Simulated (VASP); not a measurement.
# SiC (zincblende type) (F-43m) in VASP: notebook

Runs on SiC (zincblende type). Level: LDA. Tasks: density of states.

Program: VASP 6.6.1. These are calculated values, not measurements. Logs are shortened: lines on timing, memory, paths and dates and some standing lists are left out, and cuts for length are marked.

### Step 1. The cell of the first run

The structure is cubic, space group F-43m (No. 216). Conventional cell: a = 3.547 Å, b = 3.547 Å, c = 3.547 Å, α = 90.00°, β = 90.00°, γ = 90.00°. Si (site symmetry -43m) has 4 C at 1.54 Å within 2.0 Å. Within 2.0 Å of C (site symmetry -43m) lie 4 Si at 1.54 Å.

### Step 2. Density of states, LDA (volume scaled by 0.55)

Contents of POSCAR:

```
SiC
1.0
    0.0000000000      1.7733643752      1.7733643752
    1.7733643752      0.0000000000      1.7733643752
    1.7733643752      1.7733643752      0.0000000000
Si C
1 1
Direct
    0.0000000000      0.0000000000      0.0000000000
    0.2500000000      0.2500000000      0.2500000000
```

Contents of INCAR.step1:

```
SYSTEM = SiC
PREC = Accurate
ENCUT = 520
EDIFF = 1E-6
ISMEAR = -1
SIGMA = 0.05
LREAL = .False.
LASPH = .True.
NELM = 80
ALGO = Normal
ISIF = 2
LWAVE = .False.
LCHARG = .True.
NBANDS = 11
```

Contents of KPOINTS.step1:

```
Automatic mesh
0
Gamma
  17 17 17
  0 0 0
```

Contents of INCAR.step2:

```
SYSTEM = SiC
PREC = Accurate
ENCUT = 520
EDIFF = 1E-6
ISMEAR = -5
SIGMA = 0.05
LREAL = .False.
LASPH = .True.
NELM = 80
ALGO = Normal
ISIF = 2
LWAVE = .False.
LCHARG = .False.
LORBIT = 11
NEDOS = 2001
ICHARG = 11
```

Contents of KPOINTS.step2:

```
Automatic mesh
0
Gamma
  26 26 26
  0 0 0
```

Potentials or basis: VASP PAW LDA potentials, release 64 (Si, C).

Command:

```sh
> cat potpaw_LDA.64/Si/POTCAR potpaw_LDA.64/C/POTCAR > POTCAR
> cp INCAR.step1 INCAR
> cp KPOINTS.step1 KPOINTS
> mpirun -np 1 vasp_std > vasp.out
> cp INCAR.step2 INCAR
> cp KPOINTS.step2 KPOINTS
> mpirun -np 1 vasp_std > vasp.out
```

OUTCAR:

```text
SYSTEM = SiC
   PREC = Accurate
   ENCUT = 520
   EDIFF = 1E-6
   ISMEAR = -5
   LREAL = .False.
   LASPH = .True.
   NELM = 80
   ISIF = 2
   LORBIT = 11
   ICHARG = 11

 ion  position               nearest neighbor table
   1  0.000  0.000  0.000-   2 1.54   2 1.54   2 1.54   2 1.54
   2  0.250  0.250  0.250-   1 1.54   1 1.54   1 1.54   1 1.54

  LATTYP: Found a face centered cubic cell.
 ALAT       =     3.5467287504

  Lattice vectors:

 A1 = (   0.0000000000,   1.7733643752,   1.7733643752)
 A2 = (   1.7733643752,   0.0000000000,   1.7733643752)
 A3 = (   1.7733643752,   1.7733643752,   0.0000000000)

Analysis of symmetry for initial positions (statically):
=====================================================================
 Subroutine PRICEL returns:
 Original cell was already a primitive cell.

 Routine SETGRP: Setting up the symmetry group for a
 face centered cubic supercell.

 Subroutine GETGRP returns: Found 24 space group operations
 (whereof 24 operations were pure point group operations)
 out of a pool of 48 trial point group operations.

The static configuration has the point symmetry T_d .

Analysis of symmetry for dynamics (positions and initial velocities):
=====================================================================
 Subroutine PRICEL returns:
 Original cell was already a primitive cell.

 Routine SETGRP: Setting up the symmetry group for a
 face centered cubic supercell.

 Subroutine GETGRP returns: Found 24 space group operations
 (whereof 24 operations were pure point group operations)
 out of a pool of 48 trial point group operations.

The dynamic configuration has the point symmetry T_d .

 Subroutine INISYM returns: Found 24 space group operations
 (whereof 24 operations are pure point group operations),
 and found     1 'primitive' translations

----------------------------------------------------------------------------------------

                                     Primitive cell

  volume of cell :      11.1538

  direct lattice vectors                    reciprocal lattice vectors
     0.000000000  1.773364375  1.773364375    -0.281949952  0.281949952  0.281949952
     1.773364375  0.000000000  1.773364375     0.281949952 -0.281949952  0.281949952
     1.773364375  1.773364375  0.000000000     0.281949952  0.281949952 -0.281949952

  length of vectors
     2.507915950  2.507915950  2.507915950     0.488351642  0.488351642  0.488351642

  position of ions in fractional coordinates (direct lattice)
     0.000000000  0.000000000  0.000000000
     0.250000000  0.250000000  0.250000000

  ion indices of the primitive-cell ions
   primitive index   ion index
                 1           1
                 2           2

----------------------------------------------------------------------------------------

 KPOINTS: Automatic mesh

Automatic generation of k-mesh.
 Grid dimensions read from file:
 generate k-points for:   26   26   26

 Generating k-lattice:

  Cartesian coordinates                     Fractional coordinates (reciprocal lattice)
    -0.010844229  0.010844229  0.010844229     0.038461538  0.000000000  0.000000000
     0.010844229 -0.010844229  0.010844229     0.000000000  0.038461538  0.000000000
     0.010844229  0.010844229 -0.010844229     0.000000000  0.000000000  0.038461538

  Length of vectors
     0.018782755  0.018782755  0.018782755

  Shift w.r.t. Gamma in fractional coordinates (k-lattice)
     0.000000000  0.000000000  0.000000000

 TETIRR: Found   2360 inequivalent tetrahedra from   105456

 Subroutine IBZKPT returns following result:
 ===========================================

 Found    511 irreducible k-points:

 Following reciprocal coordinates:
            Coordinates               Weight
  0.000000  0.000000  0.000000      1.000000
  0.038462  0.000000  0.000000      8.000000
  0.076923  0.000000  0.000000      8.000000
  0.115385  0.000000  0.000000      8.000000
  0.153846  0.000000  0.000000      8.000000
  0.192308  0.000000  0.000000      8.000000
[... 16 lines left out ...]
  0.346154  0.038462  0.000000     24.000000
  0.384615  0.038462  0.000000     24.000000
 [... further k-points ...]
   k-points           NKPTS =    511   k-points in BZ     NKDIM =    511   number of bands    NBANDS=      8
   number of dos      NEDOS =   2001   number of ions     NIONS =      2
   total plane-waves  NPLWV =   8000
   dimension x,y,z NGX =    20 NGY =   20 NGZ =   20
   dimension x,y,z NGXF=    40 NGYF=   40 NGZF=   40
   ions per type =               1   1
   NGX,Y,Z   is equivalent  to a cutoff of  13.26, 13.26, 13.26 a.u.
   NGXF,Y,Z  is equivalent  to a cutoff of  26.52, 26.52, 26.52 a.u.
 SYSTEM =  SiC
   PREC   = accura    normal or accurate (medium, high low for compatibility)
   ISTART =      0    job   : 0-new  1-cont  2-samecut
   ICHARG =     11    charge: 1-file 2-atom 10-const
   ISPIN  =      1    spin polarized calculation?
   LNONCOLLINEAR =      F non collinear calculations
   LSORBIT =      F    spin-orbit coupling
   LASPH  =      T    aspherical Exc in radial PAW
   ENCUT  =  520.0 eV  38.22 Ry    6.18 a.u.   4.66  4.66  4.66*2*pi/ulx,y,z
   NELM   =     80;   NELMIN=  2; NELMDL=  0     # of ELM steps
   EDIFF  = 0.1E-05   stopping-criterion for ELM
   LREAL  =      F    real-space projection
   EDIFFG = 0.1E-04   stopping-criterion for IOM
   NSW    =      0    number of steps for IOM
   IBRION =     -1    ionic relax: 0-MD 1-quasi-New 2-CG
   NFREE  =      0    steps in history (QN), initial steepest desc. (CG)
   ISIF   =      2    stress and relaxation
   ISYM   =      2    0-nonsym 1-usesym 2-fastsym
   POTIM  = 0.5000    time-step for ionic-motion
   TEBEG  =    0.0;   TEEND  =   0.0 temperature during run
   PSTRESS=    0.0 pullay stress
   NELECT =       8.0000    total number of electrons
   NUPDOWN=      -1.0000    fix difference up-down
   EMIN   =  10.00;   EMAX   =-10.00  energy-range for DOS
   EFERMI =   0.00;   METHOD = LEGACY
   ISMEAR =    -5;   SIGMA  =   0.05  broadening in eV -4-tet -1-fermi 0-gaus
   EFERMI_NEDOS =   21; number of points for ismear=-14 and -15
   IALGO  =     38    algorithm
   IMIX   =      4    mixing-type and parameters
     AMIX     =   0.40;   BMIX     =  1.00
     AMIX_MAG =   1.60;   BMIX_MAG =  1.00
  volume/ion in A,a.u.               =       5.58        37.63
  Fermi-wavevector in a.u.,A,eV,Ry     =   1.465425  2.769251 29.218098  2.147470
  Thomas-Fermi vector in A             =   2.581283
   LORBIT       =     11    0 simple, 1 ext, 2 COOP (PROOUT), +10 PAW based schemes
   GGA     = CA    functional components
   LHFCALC =     F    Hartree Fock is set to
   AEXX    =    0.0000 exact exchange contribution
   IVDW    =     0    specifies the selected vdW correction
   LEPSILON=     F    determine dielectric tensor
   LRPA    =     F    only Hartree local field effects (RPA)
 non-spin polarized calculation
 Fermi weights with tetrahedron method with Bloechl corrections
  energy-cutoff  :      520.00
  volume of cell :       11.15
 maximum number of plane-waves:       311

 number of electron       7.9999999 magnetization

 Free energy of the ion-electron system (eV)
  ---------------------------------------------------
  ext. energy  EPLUGINS =         0.00000000
  ---------------------------------------------------
  free energy    TOTEN  =        -9.24866115 eV

  energy without entropy =       -9.24866115  energy(sigma->0) =       -9.24866115

 E-fermi :  16.8421     XC(G=0): -14.4223

 val. band max:       16.8210094282   @ k =  -0.1154   0.1154   0.0000
 cond. band min:      17.3515107444   @ k =   0.5000   0.5000   0.0000
 fundamental gap:      0.5305013163
 Fermi energy:        16.8420763157

 k-point     1 :       0.0000    0.0000    0.0000
  band No.  band energies     occupation
      1      -4.0903      2.00000
      2      16.7545      2.00000
      3      16.7545      2.00000
      4      16.7545      2.00000
      5      29.9003      0.00000
      6      29.9003      0.00000
      7      29.9003      0.00000
      8      31.1095      0.00000

 k-point     2 :       0.0385    0.0000    0.0000
  band No.  band energies     occupation
      1      -4.0450      2.00000
      2      16.5748      2.00000
      3      16.7357      2.00000
      4      16.7357      2.00000
      5      29.8515      0.00000
      6      29.9615      0.00000
      7      29.9615      0.00000
      8      31.2134      0.00000

 k-point     3 :       0.0769    0.0000    0.0000
  band No.  band energies     occupation
      1      -3.9090      2.00000
      2      16.0596      2.00000
      3      16.6817      2.00000
      4      16.6817      2.00000
      5      29.7332      0.00000
      6      30.1248      0.00000
      7      30.1248      0.00000
      8      31.4674      0.00000

 k-point     4 :       0.1154    0.0000    0.0000
  band No.  band energies     occupation
      1      -3.6829      2.00000
      2      15.2688      2.00000
      3      16.5980      2.00000
      4      16.5980      2.00000
      5      29.5830      0.00000
      6      30.3113      0.00000
      7      30.3113      0.00000
      8      31.7579      0.00000

 k-point     5 :       0.1538    0.0000    0.0000
  band No.  band energies     occupation
      1      -3.3674      2.00000
      2      14.2744      2.00000
      3      16.4930      2.00000
      4      16.4930      2.00000
      5      29.4211      0.00000
      6      30.3427      0.00000
      7      30.3427      0.00000
      8      31.9771      0.00000
[... 177 lines left out ...]
 k-point    22 :       0.3077    0.0385    0.0000
  band No.  band energies     occupation
      1      -1.4315      2.00000
      2       9.8475      2.00000
      3      15.7816      2.00000
      4      16.1684      2.00000
      5      27.6751      0.00000
      6      28.9585      0.00000
      7      29.2136      0.00000
      8      31.8417      0.00000

 k-point    23 :       0.3462    0.0385    0.0000
  band No.  band energies     occupation
      1      -0.7243      2.00000
      2       8.5862      2.00000
      3      15.7088      2.00000
      4      16.0379      2.00000
      5      27.2385      0.00000
      6      28.4173      0.00000
      7      29.0989      0.00000
      8      31.6581      0.00000

 k-point    24 :       0.3846    0.0385    0.0000
  band No.  band energies     occupation
      1       0.0550      2.00000
      2       7.3519      2.00000
      3      15.6635      2.00000
      4      15.9139      2.00000
      5      26.8917      0.00000
      6      27.9509      0.00000
      7      29.0236      0.00000
      8      31.4452      0.00000

 [... further k-points ...]
[... 5 lines left out ...]
  --------------------------------------------------------------------------------------
  -------------------------------------------------------------------------------------
  Total       28.6516775     28.6516775     28.6516775      0.0000000      0.0000000      0.0000000
  in kB     4115.6335765   4115.6335765   4115.6335765      0.0000000      0.0000000      0.0000000
  external PRESSURE =    4115.6335765 kB  Pullay stress =       0.0000000 kB

 VOLUME and BASIS-vectors are now :
 -----------------------------------------------------------------------------
  energy-cutoff  :      520.00
  volume of cell :       11.15
      direct lattice vectors                 reciprocal lattice vectors
     0.000000000  1.773364375  1.773364375    -0.281949952  0.281949952  0.281949952
     1.773364375  0.000000000  1.773364375     0.281949952 -0.281949952  0.281949952
     1.773364375  1.773364375  0.000000000     0.281949952  0.281949952 -0.281949952

 POSITION                                       TOTAL-FORCE (eV/Angst)
 -----------------------------------------------------------------------------------
      0.00000      0.00000      0.00000         0.000000      0.000000      0.000000
      0.88668      0.88668      0.88668        -0.000000     -0.000000     -0.000000
 -----------------------------------------------------------------------------------
    total drift:                                0.000000      0.000000      0.000000

  FREE ENERGIE OF THE ION-ELECTRON SYSTEM (eV)
  ---------------------------------------------------
  free  energy   TOTEN  =        -9.2486611540 eV

  energy  without entropy=       -9.2486611540  energy(sigma->0) =       -9.24866115

 total charge

# of ion       s       p       d       tot
------------------------------------------
    1        0.870   1.639   0.000   2.508
    2        1.002   2.434   0.000   3.436
--------------------------------------------------
tot          1.872   4.072   0.000   5.944
```

Wall time 28 s (1 thread of Intel Xeon 6975P-C, shared host); peak memory 0.15 GiB.

What came out:

```
Valence electrons inside the program's atomic spheres : Si 2.51; C 3.44
```

Caveat: the cell differs from its parent crystal (volume scaled by 0.55).

### Step 3. Density of states, LDA

This run uses another cell than the first one, of 10.14 Å³/atom, 1.818 times its volume.

Contents of POSCAR:

```
SiC
1.0
    0.0000000000      2.1644310222      2.1644310222
    2.1644310222      0.0000000000      2.1644310222
    2.1644310222      2.1644310222      0.0000000000
Si C
1 1
Direct
    0.0000000000      0.0000000000      0.0000000000
    0.2500000000      0.2500000000      0.2500000000
```

Contents of INCAR.step1:

```
SYSTEM = SiC
PREC = Accurate
ENCUT = 520
EDIFF = 1E-6
ISMEAR = -1
SIGMA = 0.05
LREAL = .FALSE.
LASPH = .TRUE.
NELM = 80
ALGO = Normal
ISIF = 2
LWAVE = .FALSE.
LCHARG = .TRUE.
NBANDS = 11
```

Contents of KPOINTS.step1:

```
regular mesh
0
G
  17 17 17
  0 0 0
```

Contents of INCAR.step2:

```
SYSTEM = SiC
PREC = Accurate
ENCUT = 520
EDIFF = 1E-6
ISMEAR = -5
SIGMA = 0.05
LREAL = .FALSE.
LASPH = .TRUE.
NELM = 80
ALGO = Normal
ISIF = 2
LWAVE = .FALSE.
LCHARG = .FALSE.
LORBIT = 11
NEDOS = 1001
ICHARG = 11
```

Contents of KPOINTS.step2:

```
regular mesh
0
G
  26 26 26
  0 0 0
```

Potentials or basis: VASP PAW LDA potentials, release 64 (Si, C).

Command:

```sh
> cat potpaw_LDA.64/Si/POTCAR potpaw_LDA.64/C/POTCAR > POTCAR
> cp INCAR.step1 INCAR
> cp KPOINTS.step1 KPOINTS
> mpirun -np 1 vasp_std > vasp.out
> cp INCAR.step2 INCAR
> cp KPOINTS.step2 KPOINTS
> mpirun -np 1 vasp_std > vasp.out
```

Run time: 35 s. Hardware: 1 thread of Intel Xeon 6975P-C, shared host; peak memory 0.2 GiB.

It converged, with:

```
Valence electrons inside the program's atomic spheres : Si 1.71; C 2.56
```

Levels at points of the mesh, in eV from the valence-band top:
| k point | band 1 | band 2 | band 3 | band 4 | band 5 | band 6 | band 7 | band 8 |
| --- | --- | --- | --- | --- | --- | --- | --- | --- |
| (0.00, 0.00, 0.00) | -15.47 | 0.00 | 0.00 | 0.00 | 6.53 | 7.33 | 7.33 | 7.33 |
| (0.50, 0.00, 0.00) | -11.78 | -8.67 | -1.06 | -1.06 | 5.57 | 7.21 | 7.21 | 10.03 |
| (0.50, 0.50, 0.00) | -10.28 | -7.88 | -3.23 | -3.23 | 1.29 | 4.26 | 14.06 | 14.07 |

### Step 4. Density of states, LDA

This run uses another cell than the first one, of 10.14 Å³/atom, 1.818 times its volume.

POSCAR is that of step 3.

Contents of INCAR.step1:

```
PREC = Accurate
ENCUT = 520
EDIFF = 1E-6
ISMEAR = -1
SIGMA = 0.05
LREAL = F
LASPH = T
NELM = 80
ALGO = Normal
ISIF = 2
LWAVE = F
LCHARG = T
GGA = CA
NBANDS = 11
```

Contents of KPOINTS.step1:

```
Automatic mesh
0
Gamma
  17 17 17
```

Contents of INCAR.step2:

```
PREC = Accurate
ENCUT = 520
EDIFF = 1E-6
ISMEAR = -5
SIGMA = 0.05
LREAL = F
LASPH = T
NELM = 80
ALGO = Normal
ISIF = 2
LWAVE = F
LCHARG = F
GGA = CA
LORBIT = 10
NEDOS = 1001
ICHARG = 11
```

Contents of KPOINTS.step2:

```
Automatic mesh
0
Gamma
  26 26 26
```

Command:

```sh
> cat potpaw_LDA.64/Si/POTCAR potpaw_LDA.64/C/POTCAR > POTCAR
> cp INCAR.step1 INCAR
> cp KPOINTS.step1 KPOINTS
> mpirun -np 1 vasp_std > vasp.out
> cp INCAR.step2 INCAR
> cp KPOINTS.step2 KPOINTS
> mpirun -np 1 vasp_std > vasp.out
```

Wall time 33 s (1 thread of Intel Xeon 6975P-C, shared host); peak memory 0.2 GiB.

The run converged. Its results:

* Valence electrons inside the program's atomic spheres: Si 1.71; C 2.56

Levels at points of the mesh, in eV from the valence-band top:
```
           k point  band 2  band 3  band 4  band 5  band 6  band 7
(0.00, 0.00, 0.00)    0.00    0.00    0.00    6.53    7.33    7.33
(0.50, 0.00, 0.00)   -8.67   -1.06   -1.06    5.57    7.21    7.21
(0.50, 0.50, 0.00)   -7.88   -3.23   -3.23    1.29    4.26   14.06
```
